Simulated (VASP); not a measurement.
# LiPS3 (I4mm) in VASP: relaxation of cell and atoms with PBE

Aim: the relaxation of cell and atoms of LiPS3 with PBE.

Everything below comes from runs of VASP 6.6.1. Logs are shortened: lines on timing, memory, paths and dates and some standing lists are left out, and cuts for length are marked.

## Step 1: The cell of the first run

Symmetry: I4mm, No. 107, tetragonal system. The conventional cell has a = 4.370 Å, b = 4.370 Å, c = 10.133 Å, α = 90.00°, β = 90.00°, γ = 90.00°. Li (site symmetry 4mm) has 13 S at 3.22 to 4.16 Å and 5 P at 3.44 to 3.54 Å within 4.2 Å. Within 3.2 Å of P (site symmetry 4mm) lie 5 S at 2.43 Å. S (site symmetry 2mm) has 2 P at 2.43 Å and 6 S at 2.69 to 3.09 Å and 4 Li at 3.31 to 3.39 Å within 3.4 Å. Within 3.3 Å of S (site symmetry 4mm) lie 1 P at 2.43 Å and 4 S at 2.69 Å and 4 Li at 3.22 Å.

The cell was built from a structure type or drawn by symmetry, and may not be a known phase.

## Step 2: Relaxation of cell and atoms, PBE

Input file INCAR:

```
  ALGO = Normal
  EDIFF = 1E-7
  EDIFFG = -0.08
  ENCUT = 750
  GGA = PE
  GGA_COMPAT = F
  IBRION = 2
  ISIF = 3
  ISMEAR = 0
  LASPH = T
  LCHARG = F
  LREAL = F
  LWAVE = F
  NELM = 120
  NELMIN = 4
  NSW = 36
  PREC = Accurate
  SIGMA = 0.15
```

Input file KPOINTS:

```
k-points
0
Gamma
  4 4 4
```

Input file POSCAR:

```
LiPS3
1.0
   -2.1849193500      2.1849193500      5.0664376600
    2.1849193500     -2.1849193500      5.0664376600
    2.1849193500      2.1849193500     -5.0664376600
Li P S
1 1 3
Direct
    0.9856503600      0.9856503600      0.0000000000
    0.6359546800      0.6359546800      0.0000000000
    0.7409058900      0.2409058900      0.5000000000
    0.2409058900      0.7409058900      0.5000000000
    0.3965832000      0.3965832000      0.0000000000
```

Potentials or basis: VASP PAW PBE potentials, release 64 (Li_sv, P, S).

Command:

```
$ cat potpaw_PBE.64/Li_sv/POTCAR potpaw_PBE.64/P/POTCAR potpaw_PBE.64/S/POTCAR > POTCAR
$ mpirun -np 1 vasp_std > vasp.out
```

OUTCAR:

```text
EDIFF = 1E-7
   EDIFFG = -0.08
   ENCUT = 750
   GGA = PE
   IBRION = 2
   ISIF = 3
   ISMEAR = 0
   LASPH = T
   LREAL = F
   NELM = 120
   NELMIN = 4
   NSW = 36
   PREC = Accurate

 ion  position               nearest neighbor table
   1  0.986  0.986  0.000-
   2  0.636  0.636  0.000-   5 2.43   3 2.43   4 2.43   3 2.43   4 2.43
   3  0.741  0.241  0.500-   2 2.43   2 2.43   5 2.69   5 2.69
   4  0.241  0.741  0.500-   2 2.43   2 2.43   5 2.69   5 2.69
   5  0.397  0.397  0.000-   2 2.43   4 2.69   3 2.69   3 2.69   4 2.69

  LATTYP: Found a body centered tetragonal cell.
 ALAT       =     4.3698387000
 C/A-ratio  =     2.3188213606

  Lattice vectors:

 A1 = (  -2.1849193500,   2.1849193500,   5.0664376600)
 A2 = (   2.1849193500,  -2.1849193500,   5.0664376600)
 A3 = (   2.1849193500,   2.1849193500,  -5.0664376600)

Analysis of symmetry for initial positions (statically):
=====================================================================
 Subroutine PRICEL returns:
 Original cell was already a primitive cell.

 Routine SETGRP: Setting up the symmetry group for a
 body centered tetragonal supercell.

 Subroutine GETGRP returns: Found  8 space group operations
 (whereof  8 operations were pure point group operations)
 out of a pool of 16 trial point group operations.

The static configuration has the point symmetry C_4v.

Analysis of symmetry for dynamics (positions and initial velocities):
=====================================================================
 Subroutine PRICEL returns:
 Original cell was already a primitive cell.

 Routine SETGRP: Setting up the symmetry group for a
 body centered tetragonal supercell.

 Subroutine GETGRP returns: Found  8 space group operations
 (whereof  8 operations were pure point group operations)
 out of a pool of 16 trial point group operations.

The dynamic configuration has the point symmetry C_4v.

 Subroutine INISYM returns: Found  8 space group operations
 (whereof  8 operations are pure point group operations),
 and found     1 'primitive' translations

----------------------------------------------------------------------------------------

                                     Primitive cell

  volume of cell :      96.7461

  direct lattice vectors                    reciprocal lattice vectors
    -2.184919350  2.184919350  5.066437660     0.000000000  0.228841399  0.098688671
     2.184919350 -2.184919350  5.066437660     0.228841399  0.000000000  0.098688671
     2.184919350  2.184919350 -5.066437660     0.228841399  0.228841399  0.000000000

  length of vectors
     5.934352171  5.934352171  5.934352171     0.249214445  0.249214445  0.323630610

  position of ions in fractional coordinates (direct lattice)
     0.985650360  0.985650360  0.000000000
     0.635954680  0.635954680  0.000000000
     0.740905890  0.240905890  0.500000000
     0.240905890  0.740905890  0.500000000
     0.396583200  0.396583200  0.000000000

  ion indices of the primitive-cell ions
   primitive index   ion index
                 1           1
                 2           2
                 3           3
                 4           4
                 5           5

----------------------------------------------------------------------------------------

 KPOINTS: k-points

Automatic generation of k-mesh.
 Grid dimensions read from file:
 generate k-points for:    4    4    4

 Generating k-lattice:

  Cartesian coordinates                     Fractional coordinates (reciprocal lattice)
     0.000000000  0.057210350  0.024672168     0.250000000  0.000000000  0.000000000
     0.057210350  0.000000000  0.024672168     0.000000000  0.250000000  0.000000000
     0.057210350  0.057210350  0.000000000     0.000000000  0.000000000  0.250000000

  Length of vectors
     0.062303611  0.062303611  0.080907652

  Shift w.r.t. Gamma in fractional coordinates (k-lattice)
     0.000000000  0.000000000  0.000000000

 Subroutine IBZKPT returns following result:
 ===========================================

 Found     13 irreducible k-points:

 Following reciprocal coordinates:
            Coordinates               Weight
  0.000000  0.000000  0.000000      1.000000
  0.250000  0.000000  0.000000      8.000000
  0.500000  0.000000  0.000000      4.000000
  0.250000  0.250000  0.000000      8.000000
  0.500000  0.250000  0.000000     16.000000
 -0.250000  0.250000  0.000000      4.000000
  0.500000  0.500000  0.000000      2.000000
  0.250000  0.250000  0.250000      2.000000
 -0.250000  0.250000  0.250000      4.000000
  0.500000  0.500000  0.250000      4.000000
 -0.250000  0.500000  0.250000      8.000000
 -0.250000 -0.250000  0.250000      2.000000
  0.500000  0.500000  0.500000      1.000000
   k-points           NKPTS =     13   k-points in BZ     NKDIM =     13   number of bands    NBANDS=     17
   number of dos      NEDOS =    301   number of ions     NIONS =      5
   total plane-waves  NPLWV = 157464
   dimension x,y,z NGX =    54 NGY =   54 NGZ =   54
   dimension x,y,z NGXF=   108 NGYF=  108 NGZF=  108
   ions per type =               1   1   3
   NGX,Y,Z   is equivalent  to a cutoff of  15.13, 15.13, 15.13 a.u.
   NGXF,Y,Z  is equivalent  to a cutoff of  30.26, 30.26, 30.26 a.u.
 SYSTEM =  unknown system
   PREC   = accura    normal or accurate (medium, high low for compatibility)
   ISTART =      0    job   : 0-new  1-cont  2-samecut
   ICHARG =      2    charge: 1-file 2-atom 10-const
   ISPIN  =      1    spin polarized calculation?
   LNONCOLLINEAR =      F non collinear calculations
   LSORBIT =      F    spin-orbit coupling
   LASPH  =      T    aspherical Exc in radial PAW
   ENCUT  =  750.0 eV  55.12 Ry    7.42 a.u.  13.25 13.25 13.25*2*pi/ulx,y,z
   NELM   =    120;   NELMIN=  4; NELMDL= -5     # of ELM steps
   EDIFF  = 0.1E-06   stopping-criterion for ELM
   LREAL  =      F    real-space projection
   EDIFFG = -.8E-01   stopping-criterion for IOM
   NSW    =     36    number of steps for IOM
   IBRION =      2    ionic relax: 0-MD 1-quasi-New 2-CG
   NFREE  =      1    steps in history (QN), initial steepest desc. (CG)
   ISIF   =      3    stress and relaxation
   ISYM   =      2    0-nonsym 1-usesym 2-fastsym
   POTIM  = 0.5000    time-step for ionic-motion
   TEBEG  =    0.0;   TEEND  =   0.0 temperature during run
   PSTRESS=    0.0 pullay stress
   NELECT =      26.0000    total number of electrons
   NUPDOWN=      -1.0000    fix difference up-down
   EMIN   =  10.00;   EMAX   =-10.00  energy-range for DOS
   EFERMI =   0.00;   METHOD = LEGACY
   ISMEAR =     0;   SIGMA  =   0.15  broadening in eV -4-tet -1-fermi 0-gaus
   EFERMI_NEDOS =   21; number of points for ismear=-14 and -15
   IALGO  =     38    algorithm
   IMIX   =      4    mixing-type and parameters
     AMIX     =   0.40;   BMIX     =  1.00
     AMIX_MAG =   1.60;   BMIX_MAG =  1.00
  volume/ion in A,a.u.               =      19.35       130.57
  Fermi-wavevector in a.u.,A,eV,Ry     =   1.056464  1.996428 15.185688  1.116117
  Thomas-Fermi vector in A             =   2.191701
   LORBIT       =      0    0 simple, 1 ext, 2 COOP (PROOUT), +10 PAW based schemes
   GGA     = PE    functional components
   LHFCALC =     F    Hartree Fock is set to
   AEXX    =    0.0000 exact exchange contribution
   IVDW    =     0    specifies the selected vdW correction
   LEPSILON=     F    determine dielectric tensor
   LRPA    =     F    only Hartree local field effects (RPA)
 conjugate gradient relaxation of ions
 non-spin polarized calculation
 Gauss-broadening in eV      SIGMA  =   0.15
  energy-cutoff  :      750.00
  volume of cell :       96.75
 maximum number of plane-waves:      4543
 NGX is ok and might be reduce to    54
   NGX = 27   NGY = 27   NGZ = 27

--------------------------------------- Ionic step        1  -------------------------------------------

 number of electron      26.0000000 magnetization

 Free energy of the ion-electron system (eV)
  ---------------------------------------------------
  ext. energy  EPLUGINS =         0.00000000
  ---------------------------------------------------
  free energy    TOTEN  =       -17.88572224 eV

  energy without entropy =      -17.82854483  energy(sigma->0) =      -17.85713353

------------------------ aborting loop because EDIFF is reached ----------------------------------------

  FORCE on cell =-STRESS in cart. coord.  units (eV):
  Direction    XX          YY          ZZ          XY          YZ          ZX
  --------------------------------------------------------------------------------------
  -------------------------------------------------------------------------------------
  Total        0.9094131      0.9094131     -3.1273040      0.0000000      0.0000000      0.0000000
  in kB       15.0604617     15.0604617    -51.7901496      0.0000000      0.0000000      0.0000000
  external PRESSURE =      -7.2230754 kB  Pullay stress =       0.0000000 kB
[... 98 lines left out ...]
  FREE ENERGIE OF THE ION-ELECTRON SYSTEM (eV)
  ---------------------------------------------------
  free  energy   TOTEN  =       -18.5770715786 eV

  energy  without entropy=      -18.5237981163  energy(sigma->0) =      -18.55043485

 E-fermi :   3.7034     XC(G=0):  -9.0618

 val. band max:        3.5513339672   @ k =   0.5000   0.2500   0.0000
 cond. band min:       3.8036334425   @ k =   0.5000   0.2500   0.0000
 fundamental gap:      0.2522994753
 Fermi energy:         3.7034141799

 k-point     1 :       0.0000    0.0000    0.0000
  band No.  band energies     occupation
      1     -42.9843      2.00000
      2     -11.8434      2.00000
      3      -8.2957      2.00000
      4      -7.5755      2.00000
      5      -3.8500      2.00000
      6      -2.8638      2.00000
[... 9 lines left out ...]
     16       8.8844      0.00000
     17       9.3223      0.00000
[... 223 lines left out ...]
      1     -42.9843      2.00000
      2     -11.6585      2.00000
      3      -8.9410      2.00000
      4      -7.5919      2.00000
      5      -2.9587      2.00000
      6      -2.9587      2.00000
[... 9 lines left out ...]
     16       7.8816      0.00000
     17       8.0783      0.00000

[... ionic steps 4 to 18 ...]

--------------------------------------- Ionic step       19  -------------------------------------------

 number of electron      26.0000001 magnetization

------------------------ aborting loop because EDIFF is reached ----------------------------------------

  FORCE on cell =-STRESS in cart. coord.  units (eV):
  Direction    XX          YY          ZZ          XY          YZ          ZX
  --------------------------------------------------------------------------------------
  -------------------------------------------------------------------------------------
  Total        0.2540413      0.2540413      0.0562383      0.0000000     -0.0000000      0.0000000
  in kB        3.6778295      3.6778295      0.8141786      0.0000000     -0.0000000      0.0000000
  external PRESSURE =       2.7232792 kB  Pullay stress =       0.0000000 kB
[... 63 lines left out ...]
  energy  without entropy=      -20.6918631982  energy(sigma->0) =      -20.69284078

--------------------------------------- Ionic step       21  -------------------------------------------

 number of electron      26.0000001 magnetization

 Free energy of the ion-electron system (eV)
  ---------------------------------------------------
  ext. energy  EPLUGINS =         0.00000000
  ---------------------------------------------------
  free energy    TOTEN  =       -20.69505282 eV

  energy without entropy =      -20.69265930  energy(sigma->0) =      -20.69385606

 E-fermi :   2.7387     XC(G=0):  -8.3295

 val. band max:        2.4965297575   @ k =  -0.2500   0.2500   0.0000
 cond. band min:       2.9969371034   @ k =   0.5000   0.2500   0.0000
 fundamental gap:      0.5004073459
 Fermi energy:         2.7386574026

 k-point     1 :       0.0000    0.0000    0.0000
  band No.  band energies     occupation
      1     -43.8824      2.00000
      2     -13.2168      2.00000
      3      -9.8562      2.00000
      4      -8.4960      2.00000
      5      -4.5398      2.00000
      6      -4.0767      2.00000
[... 9 lines left out ...]
     16       7.1884      0.00000
     17       7.2661      0.00000
[... 270 lines left out ...]
  FREE ENERGIE OF THE ION-ELECTRON SYSTEM (eV)
  ---------------------------------------------------
  free  energy   TOTEN  =       -20.6950528206 eV

  energy  without entropy=      -20.6926593025  energy(sigma->0) =      -20.69385606

 reached required accuracy - stopping structural energy minimisation
```

Run time: 11 min. Hardware: 1 thread of Intel Xeon 6975P-C (Granite Rapids), shared host; peak memory 0.43 GiB.

Results:

```yaml
Free_energy: -20.6951 eV
Relaxed_volume: 22.23 Å³/atom
Relaxed_cell: a = 6.949 Å, b = 6.949 Å, c = 6.949 Å, α = 144.76°, β = 144.76°, γ = 50.69°
Space_group_after_relaxing_to_0.1_Å: I4mm (No. 107)
Energy_gained_by_relaxing: 561.9 meV/atom
Ionic_steps: 21
Pressure_after_relaxing: 0.2 GPa
Largest_force_after_relaxing: 0.017 eV/Å
Band_gap_on_the_k_mesh: zero (bands 13 and 14 overlap by 1.99 eV)
```

Forces in eV/Å, atoms in the order of the input:
```
Li   0.000  0.000 -0.017
P    0.000  0.000  0.012
S    0.000  0.000  0.011
S    0.000  0.000  0.011
S    0.000  0.000 -0.017
```

Step by step:
| step | energy change (eV) | largest force (eV/Å) | pressure (GPa) | volume (Å³) |
| --- | --- | --- | --- | --- |
| 1 | 0.0000 | 3.1171 | -0.72 | 96.75 |
| 2 | -0.9638 | 3.6165 | -1.11 | 95.48 |
| 3 | -0.6913 | 10.4716 | 12.73 | 91.69 |
| 4 | -1.5597 | 2.5073 | -0.12 | 94.33 |
| 5 | -1.5465 | 4.3335 | 6.47 | 92.49 |
| 6 | -1.7817 | 1.1583 | 1.68 | 93.56 |
| 7 | -1.7939 | 1.6569 | 2.53 | 93.31 |
| 8 | -2.0253 | 1.5031 | -0.41 | 97.75 |
| 9 | -2.0331 | 1.1114 | -0.09 | 97.07 |
| 10 | -2.2181 | 0.9137 | 0.45 | 98.22 |
| 11 | -2.5088 | 2.6277 | 4.37 | 100.69 |
| 12 | -2.5567 | 2.3987 | 4.16 | 101.30 |
| 13 | -2.6648 | 1.7888 | 3.71 | 103.07 |
| 14 | -2.7416 | 0.8134 | 3.52 | 106.31 |
| 15 | -2.7405 | 0.7207 | 3.53 | 106.62 |
| 16 | -2.7625 | 0.5374 | 2.89 | 107.34 |
| 17 | -2.8010 | 0.2235 | 1.11 | 109.53 |
| 18 | -2.8058 | 0.3817 | 0.33 | 110.59 |
| 19 | -2.8058 | 0.3935 | 0.27 | 110.67 |
| 20 | -2.8081 | 0.2299 | 0.22 | 110.87 |
| 21 | -2.8093 | 0.0172 | 0.16 | 111.17 |

Final structure:
```cif
data_structure
_symmetry_space_group_name_H-M 'P 1'
_symmetry_Int_Tables_number 1
_cell_length_a 6.9495
_cell_length_b 6.9495
_cell_length_c 6.9495
_cell_angle_alpha 144.759
_cell_angle_beta 144.759
_cell_angle_gamma 50.693
_cell_volume 111.17
loop_
_atom_site_label
_atom_site_type_symbol
_atom_site_fract_x
_atom_site_fract_y
_atom_site_fract_z
_atom_site_occupancy
Li1 Li 0.00108 0.00108 0.00000 1
P1 P 0.63494 0.63494 0.00000 1
S1 S 0.69511 0.19511 0.50000 1
S2 S 0.19511 0.69511 0.50000 1
S3 S 0.47376 0.47376 0.00000 1
```

Caveat: the k points lie up to 0.39 Å⁻¹ apart in the final cell, too coarse for converged energies and pressures of a metal; a cell axis changed by over 15 % at a fixed basis, so the end point is rough.
